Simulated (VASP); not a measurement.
Co:

```
CELL_PARAMETERS angstrom
4.45786 0.00000 0.00000
0.00000 4.45786 0.00000
0.00000 0.00000 4.45786
ATOMIC_POSITIONS crystal
Co 0.00000 0.00000 0.00000
Co 0.50000 0.50000 0.50000
Co 0.25000 0.00000 0.50000
Co 0.75000 0.00000 0.50000
Co 0.50000 0.25000 0.00000
Co 0.50000 0.75000 0.00000
Co 0.00000 0.50000 0.25000
Co 0.00000 0.50000 0.75000
```

- Program: VASP 6.6.1
- Task: relaxation of cell and atoms
- Functional: PBEsol
- Potentials or basis: VASP PAW PBE potentials, release 64 (Co)
- Cutoff: 600 eV
- k mesh: 6 × 6 × 6
- Occupations: fermi-dirac, width 0.1 eV
- Spin: no spin polarisation

At the start: pressure -19.0 GPa; volume 11.07 Å³/atom.

Task: Where does the relaxation end?

Result: Over 4 steps the energy falls by 60.7 meV/atom and the volume is 10.14 Å³/atom (-8.4 %); space group Pm-3n (No. 223, to 0.1 Å) before and after.

The path:
| step | energy change (eV) | largest force (eV/Å) | pressure (GPa) | volume (Å³) |
| --- | --- | --- | --- | --- |
| 1 | 0.0000 | 0.0000 | -19.04 | 88.59 |
| 2 | 0.3897 | 0.0000 | 37.39 | 72.76 |
| 3 | -0.4857 | 0.0000 | -0.53 | 81.27 |
| 4 | -0.4860 | 0.0000 | -0.06 | 81.13 |

Final structure:
```
Co
1.0
     4.32899    0.00000    0.00000
     0.00000    4.32899    0.00000
     0.00000    0.00000    4.32899
Co
8
Direct
  0.00000 0.00000 0.00000
  0.50000 0.50000 0.50000
  0.25000 0.00000 0.50000
  0.75000 0.00000 0.50000
  0.50000 0.25000 0.00000
  0.50000 0.75000 0.00000
  0.00000 0.50000 0.25000
  0.00000 0.50000 0.75000
```

Caveat: the PAW data sets were made with another functional, which shifts forces and pressure a little; the run has no spin polarisation, though such a crystal can be magnetic.
